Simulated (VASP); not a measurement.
# Y (Fm-3m) in VASP: notebook

Y is run at these levels: r2SCAN; tasks: single point, relaxation of cell and atoms.

Program: VASP 6.6.1. These are calculated values, not measurements. Logs are shortened: lines on timing, memory, paths and dates and some standing lists are left out, and cuts for length are marked.

## Step 1: The cell of the first run

Symmetry: Fm-3m, No. 225, cubic system. The conventional cell has a = 5.108 Å, b = 5.108 Å, c = 5.108 Å, α = 90.00°, β = 90.00°, γ = 90.00°. Within 4.7 Å of Y (site symmetry m-3m) lie 12 Y at 3.61 Å.

## Step 2: Single point, r2SCAN

The input, POSCAR:

```
Y
1.0
    0.0000000000      2.5538707878      2.5538707878
    2.5538707878      0.0000000000      2.5538707878
    2.5538707878      2.5538707878      0.0000000000
Y
1
Direct
    0.0000000000      0.0000000000      0.0000000000
```

The input, INCAR.step1:

```
SYSTEM = Y
  ALGO = Normal
  EDIFF = 1E-4
  ENCUT = 520
  GGA = PE
  ISMEAR = -1
  LASPH = .TRUE.
  LCHARG = .FALSE.
  LREAL = .FALSE.
  LWAVE = .TRUE.
  NBANDS = 12
  NELM = 60
  PREC = Accurate
  SIGMA = 0.1
```

The input, INCAR.step2:

```
SYSTEM = Y
  ALGO = Normal
  EDIFF = 1E-6
  ENCUT = 520
  ISIF = 2
  ISMEAR = -1
  ISTART = 1
  LASPH = .TRUE.
  LCHARG = .FALSE.
  LMIXTAU = .TRUE.
  LREAL = .FALSE.
  LWAVE = .FALSE.
  METAGGA = R2SCAN
  NBANDS = 12
  NELM = 60
  PREC = Accurate
  SIGMA = 0.1
```

The input, KPOINTS:

```
k-points
0
G
  17 17 17
  0 0 0
```

Potentials or basis: VASP PAW PBE potentials, release 64 (Y_sv).

On the command line:

```console
cat potpaw_PBE.64/Y_sv/POTCAR > POTCAR
cp INCAR.step1 INCAR
mpirun -np 1 vasp_std > vasp.out
cp INCAR.step2 INCAR
mpirun -np 1 vasp_std > vasp.out
```

OUTCAR:

```text
SYSTEM = Y
   EDIFF = 1E-6
   ENCUT = 520
   ISIF = 2
   ISMEAR = -1
   ISTART = 1
   LASPH = .TRUE.
   LREAL = .FALSE.
   METAGGA = R2SCAN
   NELM = 60
   PREC = Accurate

 ion  position               nearest neighbor table
   1  0.000  0.000  0.000-

  LATTYP: Found a face centered cubic cell.
 ALAT       =     5.1077415756

  Lattice vectors:

 A1 = (   0.0000000000,   2.5538707878,   2.5538707878)
 A2 = (   2.5538707878,   0.0000000000,   2.5538707878)
 A3 = (   2.5538707878,   2.5538707878,   0.0000000000)

Analysis of symmetry for initial positions (statically):
=====================================================================
 Subroutine PRICEL returns:
 Original cell was already a primitive cell.

 Routine SETGRP: Setting up the symmetry group for a
 face centered cubic supercell.

 Subroutine GETGRP returns: Found 48 space group operations
 (whereof 48 operations were pure point group operations)
 out of a pool of 48 trial point group operations.

The static configuration has the point symmetry O_h .

Analysis of symmetry for dynamics (positions and initial velocities):
=====================================================================
 Subroutine PRICEL returns:
 Original cell was already a primitive cell.

 Routine SETGRP: Setting up the symmetry group for a
 face centered cubic supercell.

 Subroutine GETGRP returns: Found 48 space group operations
 (whereof 48 operations were pure point group operations)
 out of a pool of 48 trial point group operations.

The dynamic configuration has the point symmetry O_h .

 Subroutine INISYM returns: Found 48 space group operations
 (whereof 48 operations are pure point group operations),
 and found     1 'primitive' translations

----------------------------------------------------------------------------------------

                                     Primitive cell

  volume of cell :      33.3140

  direct lattice vectors                    reciprocal lattice vectors
     0.000000000  2.553870788  2.553870788    -0.195781244  0.195781244  0.195781244
     2.553870788  0.000000000  2.553870788     0.195781244 -0.195781244  0.195781244
     2.553870788  2.553870788  0.000000000     0.195781244  0.195781244 -0.195781244

  length of vectors
     3.611718705  3.611718705  3.611718705     0.339103062  0.339103062  0.339103062

  position of ions in fractional coordinates (direct lattice)
     0.000000000  0.000000000  0.000000000

  ion indices of the primitive-cell ions
   primitive index   ion index
                 1           1

----------------------------------------------------------------------------------------

 KPOINTS: k-points

Automatic generation of k-mesh.
 Grid dimensions read from file:
 generate k-points for:   17   17   17

 Generating k-lattice:

  Cartesian coordinates                     Fractional coordinates (reciprocal lattice)
    -0.011516544  0.011516544  0.011516544     0.058823529  0.000000000  0.000000000
     0.011516544 -0.011516544  0.011516544     0.000000000  0.058823529  0.000000000
     0.011516544  0.011516544 -0.011516544     0.000000000  0.000000000  0.058823529

  Length of vectors
     0.019947239  0.019947239  0.019947239

  Shift w.r.t. Gamma in fractional coordinates (k-lattice)
     0.000000000  0.000000000  0.000000000

 Subroutine IBZKPT returns following result:
 ===========================================

 Found    165 irreducible k-points:

 Following reciprocal coordinates:
            Coordinates               Weight
  0.000000  0.000000  0.000000      1.000000
  0.058824  0.000000  0.000000      8.000000
  0.117647  0.000000  0.000000      8.000000
  0.176471  0.000000  0.000000      8.000000
  0.235294  0.000000  0.000000      8.000000
  0.294118  0.000000  0.000000      8.000000
[... 16 lines left out ...]
 -0.176471  0.058824  0.000000     24.000000
 -0.117647  0.058824  0.000000     24.000000
 [... further k-points ...]
   k-points           NKPTS =    165   k-points in BZ     NKDIM =    165   number of bands    NBANDS=     12
   number of dos      NEDOS =    301   number of ions     NIONS =      1
   total plane-waves  NPLWV =  21952
   dimension x,y,z NGX =    28 NGY =   28 NGZ =   28
   dimension x,y,z NGXF=    56 NGYF=   56 NGZF=   56
   ions per type =               1
   NGX,Y,Z   is equivalent  to a cutoff of  12.89, 12.89, 12.89 a.u.
   NGXF,Y,Z  is equivalent  to a cutoff of  25.78, 25.78, 25.78 a.u.
 SYSTEM =  Y
   PREC   = accura    normal or accurate (medium, high low for compatibility)
   ISTART =      1    job   : 0-new  1-cont  2-samecut
   ICHARG =      0    charge: 1-file 2-atom 10-const
   ISPIN  =      1    spin polarized calculation?
   LNONCOLLINEAR =      F non collinear calculations
   LSORBIT =      F    spin-orbit coupling
   LASPH  =      T    aspherical Exc in radial PAW
   ENCUT  =  520.0 eV  38.22 Ry    6.18 a.u.   6.72  6.72  6.72*2*pi/ulx,y,z
   NELM   =     60;   NELMIN=  2; NELMDL=  0     # of ELM steps
   EDIFF  = 0.1E-05   stopping-criterion for ELM
   LREAL  =      F    real-space projection
   EDIFFG = 0.1E-04   stopping-criterion for IOM
   NSW    =      0    number of steps for IOM
   IBRION =     -1    ionic relax: 0-MD 1-quasi-New 2-CG
   NFREE  =      0    steps in history (QN), initial steepest desc. (CG)
   ISIF   =      2    stress and relaxation
   ISYM   =      2    0-nonsym 1-usesym 2-fastsym
   POTIM  = 0.5000    time-step for ionic-motion
   TEBEG  =    0.0;   TEEND  =   0.0 temperature during run
   PSTRESS=    0.0 pullay stress
   NELECT =      11.0000    total number of electrons
   NUPDOWN=      -1.0000    fix difference up-down
   EMIN   =  10.00;   EMAX   =-10.00  energy-range for DOS
   EFERMI =   0.00;   METHOD = LEGACY
   ISMEAR =    -1;   SIGMA  =   0.10  broadening in eV -4-tet -1-fermi 0-gaus
   EFERMI_NEDOS =   21; number of points for ismear=-14 and -15
   IALGO  =     38    algorithm
   IMIX   =      4    mixing-type and parameters
     AMIX     =   0.40;   BMIX     =  1.00
     AMIX_MAG =   1.60;   BMIX_MAG =  1.00
  volume/ion in A,a.u.               =      33.31       224.81
  Fermi-wavevector in a.u.,A,eV,Ry     =   1.131523  2.138269 17.420149  1.280345
  Thomas-Fermi vector in A             =   2.268222
   LORBIT       =      0    0 simple, 1 ext, 2 COOP (PROOUT), +10 PAW based schemes
   METAGGA = R2SCAN    functional components
   LHFCALC =     F    Hartree Fock is set to
   AEXX    =    0.0000 exact exchange contribution
   IVDW    =     0    specifies the selected vdW correction
   LEPSILON=     F    determine dielectric tensor
   LRPA    =     F    only Hartree local field effects (RPA)
 non-spin polarized calculation
  energy-cutoff  :      520.00
  volume of cell :       33.31
 maximum number of plane-waves:       918
   NGX = 13   NGY = 13   NGZ = 13

 number of electron      11.0000001 magnetization

 Free energy of the ion-electron system (eV)
  ---------------------------------------------------
  ext. energy  EPLUGINS =         0.00000000
  ---------------------------------------------------
  free energy    TOTEN  =       -20.24994364 eV

  energy without entropy =      -20.19421291  energy(sigma->0) =      -20.22207827

 E-fermi :   3.0258     XC(G=0): -10.0199

 val. band max:        3.0185165516   @ k =   0.3529   0.2941   0.0588
 cond. band min:       3.0267585892   @ k =  -0.4118   0.1765   0.0588
 fundamental gap:      0.0082420376
 Fermi energy:         3.0258159076

 k-point     1 :       0.0000    0.0000    0.0000
  band No.  band energies     occupation
      1     -41.2155      2.00000
      2     -20.2634      2.00000
      3     -20.2634      2.00000
      4     -20.2634      2.00000
      5      -1.9429      2.00000
      6       5.0476      0.00000
      7       5.0476      0.00000
      8       5.0476      0.00000
      9       7.1301      0.00000
     10       7.1301      0.00000
     11      12.2807      0.00000
     12      15.7418      0.00000

 k-point     2 :       0.0588    0.0000    0.0000
  band No.  band energies     occupation
      1     -41.2133      2.00000
      2     -20.2831      2.00000
      3     -20.2659      2.00000
      4     -20.2659      2.00000
      5      -1.8553      2.00000
      6       4.9370      0.00000
      7       5.0894      0.00000
      8       5.0894      0.00000
      9       7.0801      0.00000
     10       7.0801      0.00000
     11      12.4920      0.00000
     12      15.2887      0.00000

 k-point     3 :       0.1176    0.0000    0.0000
  band No.  band energies     occupation
      1     -41.2071      2.00000
      2     -20.3389      2.00000
      3     -20.2728      2.00000
      4     -20.2728      2.00000
      5      -1.5990      2.00000
      6       4.6500      0.00000
      7       5.1961      0.00000
      8       5.1961      0.00000
      9       6.9683      0.00000
     10       6.9683      0.00000
     11      13.0378      0.00000
     12      14.4641      0.00000

 k-point     4 :       0.1765    0.0000    0.0000
  band No.  band energies     occupation
      1     -41.1977      2.00000
      2     -20.4225      2.00000
      3     -20.2834      2.00000
      4     -20.2834      2.00000
      5      -1.1954      2.00000
      6       4.2806      0.00001
      7       5.3033      0.00000
      8       5.3033      0.00000
      9       6.9024      0.00000
     10       6.9024      0.00000
     11      13.2708      0.00000
     12      14.1573      0.00000

 k-point     5 :       0.2353    0.0000    0.0000
  band No.  band energies     occupation
      1     -41.1864      2.00000
      2     -20.5214      2.00000
      3     -20.2960      2.00000
      4     -20.2960      2.00000
      5      -0.6818      2.00000
      6       3.9157      0.00027
      7       5.3152      0.00000
      8       5.3152      0.00000
      9       7.0163      0.00000
     10       7.0163      0.00000
     11      12.6339      0.00000
     12      14.6693      0.00000
[... 228 lines left out ...]
      1     -41.1696      2.00000
      2     -20.6516      2.00000
      3     -20.3335      2.00000
      4     -20.3080      2.00000
      5       0.1384      2.00000
      6       3.5170      0.01461
      7       5.0517      0.00000
      8       5.2309      0.00000
      9       7.1659      0.00000
     10       7.8534      0.00000
     11      12.0160      0.00000
     12      14.2265      0.00000

 k-point    22 :      -0.2353    0.0588    0.0000
  band No.  band energies     occupation
      1     -41.1810      2.00000
      2     -20.5566      2.00000
      3     -20.3204      2.00000
      4     -20.2945      2.00000
      5      -0.4267      2.00000
      6       3.7733      0.00113
      7       5.1958      0.00000
      8       5.3752      0.00000
      9       6.7621      0.00000
     10       7.4577      0.00000
     11      12.5899      0.00000
     12      14.7855      0.00000

 k-point    23 :      -0.1765    0.0588    0.0000
  band No.  band energies     occupation
      1     -41.1925      2.00000
      2     -20.4590      2.00000
      3     -20.3057      2.00000
      4     -20.2820      2.00000
      5      -0.9631      2.00000
      6       4.1056      0.00004
      7       5.2722      0.00000
      8       5.4054      0.00000
      9       6.5962      0.00000
     10       7.2009      0.00000
     11      13.2504      0.00000
     12      14.4070      0.00000

 k-point    24 :      -0.1176    0.0588    0.0000
  band No.  band energies     occupation
      1     -41.2026      2.00000
      2     -20.3726      2.00000
      3     -20.2908      2.00000
      4     -20.2722      2.00000
      5      -1.4055      2.00000
      6       4.4609      0.00000
      7       5.2430      0.00000
      8       5.2905      0.00000
      9       6.6941      0.00000
     10       7.1148      0.00000
     11      13.4136      0.00000
     12      14.2294      0.00000

 [... further k-points ...]

------------------------ aborting loop because EDIFF is reached ----------------------------------------

  FORCE on cell =-STRESS in cart. coord.  units (eV):
  Direction    XX          YY          ZZ          XY          YZ          ZX
  --------------------------------------------------------------------------------------
  -------------------------------------------------------------------------------------
  Total        0.0342400      0.0342400      0.0342400     -0.0000000     -0.0000000     -0.0000000
  in kB        1.6467139      1.6467139      1.6467139     -0.0000000     -0.0000000     -0.0000000
  external PRESSURE =       1.6467139 kB  Pullay stress =       0.0000000 kB

 VOLUME and BASIS-vectors are now :
 -----------------------------------------------------------------------------
  energy-cutoff  :      520.00
  volume of cell :       33.31
      direct lattice vectors                 reciprocal lattice vectors
     0.000000000  2.553870788  2.553870788    -0.195781244  0.195781244  0.195781244
     2.553870788  0.000000000  2.553870788     0.195781244 -0.195781244  0.195781244
     2.553870788  2.553870788  0.000000000     0.195781244  0.195781244 -0.195781244

 POSITION                                       TOTAL-FORCE (eV/Angst)
 -----------------------------------------------------------------------------------
      0.00000      0.00000      0.00000        -0.000000     -0.000000     -0.000000
 -----------------------------------------------------------------------------------
    total drift:                               -0.000000     -0.000000     -0.000000

  FREE ENERGIE OF THE ION-ELECTRON SYSTEM (eV)
  ---------------------------------------------------
  free  energy   TOTEN  =       -20.2499436410 eV

  energy  without entropy=      -20.1942129061  energy(sigma->0) =      -20.22207827
```

Run time: 3 min. Hardware: 1 thread of Intel Xeon Platinum 8375C at 2.90GHz (Ice Lake), shared host; peak memory 0.23 GiB.

Results:

```
Free energy : -20.2499 eV
Pressure    : 0.2 GPa
```

Caveat: the PAW data sets were made with another functional, which shifts forces and pressure a little.

## Step 3: Relaxation of cell and atoms, r2SCAN

This run uses another cell than the first one, of 33.01 Å³/atom, 0.991 times its volume.

The input, POSCAR:

```
Y
1.0
    0.0000000000      2.5461215815      2.5461215815
    2.5461215815      0.0000000000      2.5461215815
    2.5461215815      2.5461215815      0.0000000000
Y
1
Direct
    0.0000000000      0.0000000000      0.0000000000
```

The input, INCAR.step1:

```
SYSTEM = Y
  PREC = Accurate
  ENCUT = 600
  ISMEAR = -1
  SIGMA = 0.1
  LREAL = .FALSE.
  LASPH = .TRUE.
  NELM = 60
  GGA = PE
  ALGO = Normal
  EDIFF = 1E-4
  LWAVE = .TRUE.
  LCHARG = .FALSE.
```

The input, INCAR.step2:

```
SYSTEM = Y
  PREC = Accurate
  ENCUT = 600
  EDIFF = 1E-7
  ISMEAR = -1
  SIGMA = 0.1
  LREAL = .FALSE.
  LASPH = .TRUE.
  NELM = 60
  ALGO = Normal
  ISIF = 3
  LWAVE = .FALSE.
  LCHARG = .FALSE.
  METAGGA = R2SCAN
  LMIXTAU = .TRUE.
  IBRION = 2
  NSW = 80
  EDIFFG = -0.01
  ISTART = 1
```

The input, KPOINTS:

```
regular mesh
0
G
  11 11 11
  0 0 0
```

Potentials or basis: VASP PAW PBE potentials, release 64 (Y_sv).

On the command line:

```console
cat potpaw_PBE.64/Y_sv/POTCAR > POTCAR
cp INCAR.step1 INCAR
mpirun -np 1 vasp_std > vasp.out
cp INCAR.step2 INCAR
mpirun -np 1 vasp_std > vasp.out
```

It took 5.7 min on 1 thread of Oxide Virtual Turin-like, shared host; peak memory 0.18 GiB.

Results (log left out):

| Property | Result |
| --- | --- |
| Free energy | -20.2504 eV |
| Relaxed volume | 33.43 Å³/atom |
| Relaxed cell | a = 3.616 Å, b = 3.616 Å, c = 3.616 Å, α = 60.00°, β = 60.00°, γ = 60.00° |
| Space group after relaxing (to 0.05 Å) | Fm-3m (No. 225) |
| Energy gained by relaxing | 0.6 meV/atom |
| Ionic steps | 3 |
| Pressure after relaxing | 0.0 GPa |

Step by step:
| step | energy change (eV) | largest force (eV/Å) | pressure (GPa) | volume (Å³) |
| --- | --- | --- | --- | --- |
| 1 | 0.0000 | 0.0000 | 0.47 | 33.01 |
| 2 | -0.0006 | 0.0000 | -0.05 | 33.48 |
| 3 | -0.0006 | 0.0000 | 0.00 | 33.43 |

Final structure:
```
Y
1.0
     0.00000    2.55681    2.55681
     2.55681    0.00000    2.55681
     2.55681    2.55681    0.00000
Y
1
Direct
  0.00000 0.00000 0.00000
```

Levels at points of the mesh, in eV from the Fermi level:
```
           k point  band 1  band 2  band 3  band 4  band 5  band 6  band 7  band 8  band 9
(0.00, 0.00, 0.00)  -44.25  -23.30  -23.30  -23.30   -4.96    2.02    2.02    2.02    4.09
```

Caveat: the PAW data sets were made with another functional, which shifts forces and pressure a little.

## Step 4: Single point, r2SCAN, non-collinear spin, zero start, spin-orbit coupling

The input, POSCAR:

```
Y
1.0
    0.0000000000      2.5538707878      2.5538707878
    2.5538707878      0.0000000000      2.5538707878
    2.5538707878      2.5538707878      0.0000000000
Y
1
Direct
    0.0000000000      0.0000000000      0.0000000000
```

The input, INCAR.step1:

```
PREC = Accurate
ENCUT = 520
ISMEAR = -1
SIGMA = 0.1
LREAL = False
LASPH = True
NELM = 150
MAGMOM = 0 0 0
LSORBIT = True
GGA_COMPAT = False
LMAXMIX = 4
NBANDS = 22
GGA = PE
ALGO = Normal
EDIFF = 1E-4
LWAVE = True
LCHARG = False
```

The input, INCAR.step2:

```
PREC = Accurate
ENCUT = 520
EDIFF = 1E-6
ISMEAR = -1
SIGMA = 0.1
LREAL = False
LASPH = True
NELM = 150
ALGO = Normal
ISIF = 2
LWAVE = False
LCHARG = True
MAGMOM = 0 0 0
LORBIT = 11
LSORBIT = True
GGA_COMPAT = False
LORBMOM = True
LMAXMIX = 4
METAGGA = R2SCAN
LMIXTAU = True
LVHAR = True
NBANDS = 22
ISTART = 1
```

The input, KPOINTS:

```
Automatic mesh
0
Gamma
  11 11 11
```

On the command line:

```console
cat potpaw_PBE.64/Y_sv/POTCAR > POTCAR
cp INCAR.step1 INCAR
mpirun -np 1 vasp_ncl > vasp.out
cp INCAR.step2 INCAR
mpirun -np 1 vasp_ncl > vasp.out
```

Wall time 11 min (1 thread of Oxide Virtual Turin-like, shared host); peak memory 0.3 GiB.

The run converged. Its results:

```
Free energy                                           : -20.2980 eV
Pressure                                              : 0.1 GPa
Net moment                                            : 0.00 μB per cell
Valence electrons inside the program's atomic spheres : Y 9.41
```

Moments on the atoms (μB; x, y, z):
```
Y   0.00 0.00 0.00
```

Caveat: the PAW data sets were made with another functional, which shifts forces and pressure a little.

## Step 5: Overview

```csv
task,spin,cell,k mesh,cutoff (eV),gap on the mesh (eV),pressure (GPa)
single point,off,"a = 3.612 Å, angles 60.0°, 1 atom",17 × 17 × 17,520,none,0.2
relaxation of cell and atoms,off,"relaxed from a = 3.601 Å, angles 60.0°, 1 atom",11 × 11 × 11,600,none,0.0
single point,"non-collinear, zero start, SOC","a = 3.612 Å, angles 60.0°, 1 atom",11 × 11 × 11,520,-,0.1
```

Alike in all rows: level r2SCAN; potentials or basis VASP PAW PBE potentials, release 64 (Y_sv); smearing fermi-dirac 0.1 eV.

Caveats: the PAW data sets were made with another functional, which shifts forces and pressure a little.

Absolute energies hang on the potentials; compare differences alone.
